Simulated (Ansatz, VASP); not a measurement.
## Two plane-wave programs on LaSi2C2

The input POSCAR:

```
LaSi2C2
1.0
    4.1398480000      0.0000000000      0.0000000000
    0.0000000000      4.1398480000      0.0000000000
    0.0000000000      0.0000000000      8.5831060000
C La Si
4 2 4
Direct
    0.1730000000      0.5000000000      0.2500000000
    0.5000000000      0.8270000000      0.7500000000
    0.8270000000      0.5000000000      0.2500000000
    0.5000000000      0.1730000000      0.7500000000
    0.0000000000      0.0000000000      0.0000000000
    0.0000000000      0.0000000000      0.5000000000
    0.5000000000      0.2260000000      0.2500000000
    0.2260000000      0.5000000000      0.7500000000
    0.5000000000      0.7740000000      0.2500000000
    0.7740000000      0.5000000000      0.7500000000
```

Contents of INCAR.step1:

```
ALGO = Normal
EDIFF = 1E-4
ENCUT = 520
GGA = PE
ISMEAR = 1
LASPH = True
LCHARG = False
LREAL = False
LWAVE = True
NBANDS = 38
NELM = 80
PREC = Accurate
SIGMA = 0.0102
```

Contents of INCAR.step2:

```
ALGO = Normal
EDIFF = 1E-6
ENCUT = 520
ISIF = 2
ISMEAR = 1
ISTART = 1
LASPH = True
LCHARG = False
LMIXTAU = True
LREAL = False
LWAVE = False
METAGGA = R2SCAN
NBANDS = 38
NELM = 80
PREC = Accurate
SIGMA = 0.0102
```

The input KPOINTS:

```
k-points
0
Gamma
  4 4 2
```

Input for Ansatz:

```yaml
crystal:
  lattice:
    - [4.139848, 0.0, 0.0]
    - [0.0, 4.139848, 0.0]
    - [0.0, 0.0, 8.583106]
  atoms:
    - { symbol: C, position: [0.173, 0.5, 0.25] }
    - { symbol: C, position: [0.5, 0.827, 0.75] }
    - { symbol: C, position: [0.827, 0.5, 0.25] }
    - { symbol: C, position: [0.5, 0.173, 0.75] }
    - { symbol: La, position: [0.0, 0.0, 0.0] }
    - { symbol: La, position: [0.0, 0.0, 0.5] }
    - { symbol: Si, position: [0.5, 0.226, 0.25] }
    - { symbol: Si, position: [0.226, 0.5, 0.75] }
    - { symbol: Si, position: [0.5, 0.774, 0.25] }
    - { symbol: Si, position: [0.774, 0.5, 0.75] }
  symmetry: { tolerance: 0.0003 }
kpoints:
  mp_grid: { grid: [4, 4, 2], shift: [0, 0, 0] }
magnetization:
  spin_polarized: false
scf:
  occupations: { method: cold, width: 0.0102 }
hamiltonian:
  pseudopotentials: { kind: paw }
  xc: r2scan
basis:
  ecutwfc: 500
output:
  forces: true
  stress: true
  eigenvalues: true
```

Alike in both runs: task single point; functional r2SCAN; k mesh 4 × 4 × 2; no spin polarisation.

|  | VASP | Ansatz |
| --- | --- | --- |
| version | VASP 6.6.1 | Ansatz 0.2.0 |
| potentials or method | VASP PAW PBE potentials, release 64 (C, La, Si), cutoff 520 eV | PAW plane waves |
| occupations | methfessel-paxton of order 1, width 0.0102 eV | cold, width 0.0102 eV |
| valence electrons in the cell | 54 | 54 |

|  | VASP | Ansatz | Ansatz less VASP |
| --- | --- | --- | --- |
| pressure (GPa) | 24.3 | 24.6 | +0.25 |
| traceless stress, the component that is largest in VASP (GPa) | -27.62 | -27.71 | -0.091 |
| rms of the force components (eV/Å) | 1.697 | 1.729 | +0.0326 |

VASP's potentials were made for PBE, not for r2SCAN. Atom by atom the forces differ by 0.037 eV/Å (rms over components).

The k mesh is coarse, so the values compare programs but aren't converged. Neither program's run includes spin-orbit coupling.
